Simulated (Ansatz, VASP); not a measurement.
# One calculation of MgS, two programs

The input POSCAR:

```
MgS
1.0
    0.0424631526      2.8308768411      2.8308768411
    2.8308768411      0.0424631526      2.8308768411
    2.8733399937      2.8733399937      0.0000000000
Mg S
1 1
Direct
    0.0027543446      0.0027543446     -0.0027543446
    0.2472456554      0.2472456554      0.2527543446
```

The input INCAR.step1:

```
SYSTEM = MgS
  ALGO = Normal
  EDIFF = 1E-5
  ENCUT = 520
  GGA = PE
  ISIF = 2
  ISMEAR = 0
  LASPH = .True.
  LCHARG = .False.
  LREAL = .False.
  LUSENCCL = .False.
  LWAVE = .True.
  NBANDS = 11
  NELM = 80
  PREC = Accurate
  SIGMA = 0.01
```

File INCAR.step2:

```
SYSTEM = MgS
  ALGO = Normal
  EDIFF = 1E-6
  ENCUT = 520
  GGA = PE
  HFSCREEN = 0.2079
  ISIF = 2
  ISMEAR = 0
  ISTART = 1
  LASPH = .True.
  LCHARG = .False.
  LHFCALC = .True.
  LREAL = .False.
  LUSENCCL = .False.
  LWAVE = .False.
  NBANDS = 11
  NELM = 80
  PREC = Accurate
  PRECFOCK = Normal
  SIGMA = 0.01
```

File KPOINTS:

```
k-points
0
Gamma
  6 6 6
  0 0 0
```

Input for Ansatz:

```yaml
crystal:
  lattice:
    - [0.0424631526, 2.8308768411, 2.8308768411]
    - [2.8308768411, 0.0424631526, 2.8308768411]
    - [2.8733399937, 2.8733399937, 0.0]
  atoms:
    - { symbol: Mg, position: [0.0027543446, 0.0027543446, -0.0027543446] }
    - { symbol: S, position: [0.2472456554, 0.2472456554, 0.2527543446] }
kpoints:
  mp_grid: { grid: [6, 6, 6] }
  band_path:
    path:
      - [0.0, 0.0, 0.0]
      - [-0.5, -0.5, 0.0]
      - [-0.375, -0.375, 0.25]
      - [-0.375, 0.0, 0.375]
      - [0.0, 0.0, 0.5]
      - [-0.5, -0.25, 0.25]
    npoints: 1
hamiltonian:
  xc: hse06
scf:
  occupations: { method: fixed }
  n_extra_bands: 4
output:
  forces: true
  stress: true
  eigenvalues: true
```

Change from the starting cell: shear_xy strain +3.0%.

Alike in both runs: task single point; functional HSE06; k mesh 6 × 6 × 6; no spin polarisation.

|  | VASP | Ansatz |
| --- | --- | --- |
| version | VASP 6.6.1 | Ansatz 0.2.0 |
| potentials or method | VASP PAW PBE potentials, release 64 (Mg, S) | plane waves, PAW |
| plane-wave cutoff (eV) | 520 | 420 |
| occupations | gaussian, width 0.01 eV | fixed |
| valence electrons in the cell | 8 | 16 |

Ansatz gave:

| Item | Value |
| --- | --- |
| gap on the k mesh at the Fermi level (eV) | 4.42 |
| pressure (GPa) | 0.0 |
| traceless stress, the component that is largest in VASP (GPa) | -0.96 |

Task: Estimate VASP's values.

Result: gap on the k mesh at the Fermi level (eV): 4.41; pressure (GPa): -0.1; traceless stress, the component that is largest in VASP (GPa): -0.96.

VASP's potentials hold 8 valence electrons a cell and Ansatz's 16, so a difference there can come from the potentials and not from the codes. Ansatz's warnings: stress exchange threshold loose, stress scf threshold loose.
